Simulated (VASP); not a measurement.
A run of VASP 6.6.1:

The input INCAR:

```
SYSTEM = CO2
ALGO = Normal ; EDIFF = 1E-6
ENCUT = 600 ; GGA = PE
GGA_COMPAT = .False. ; ISIF = 2
ISMEAR = 1 ; LASPH = .True.
LCHARG = .False. ; LREAL = .False.
LWAVE = .False. ; NBANDS = 25
NELM = 120 ; PREC = Accurate
SIGMA = 0.1
```

Contents of KPOINTS:

```
k-points
0
Gamma
  5 5 7
  0 0 0
```

File POSCAR:

```
CO2
1.0
    3.8147030000      0.0000000000      0.0000000000
    0.0000000000      3.8147030000      0.0000000000
    0.0000000000      0.0000000000      2.4774760000
C O
2 4
Direct
    0.0000000000      0.0000000000      0.0000000000
    0.5000000000      0.5000000000      0.5000000000
    0.3060400000      0.3060400000      0.0000000000
    0.1939600000      0.8060400000      0.5000000000
    0.6939600000      0.6939600000      0.0000000000
    0.8060400000      0.1939600000      0.5000000000
```

Potentials or basis: VASP PAW PBE potentials, release 64 (C, O).

The run is started by

```sh
$ cat potpaw_PBE.64/C/POTCAR potpaw_PBE.64/O/POTCAR > POTCAR
$ mpirun -np 1 vasp_std > vasp.out
```

Hardware: 1 thread of AMD EPYC 7R43 64-Core Processor (Zen 3), with other jobs on the host.

Q: How long does it take, and how much memory?

A: It took 30 s on 1 thread of AMD EPYC 7R43 64-Core Processor (Zen 3), with other jobs on the host, peak memory 0.11 GiB. Counts: scf iterations 12, k points 24.
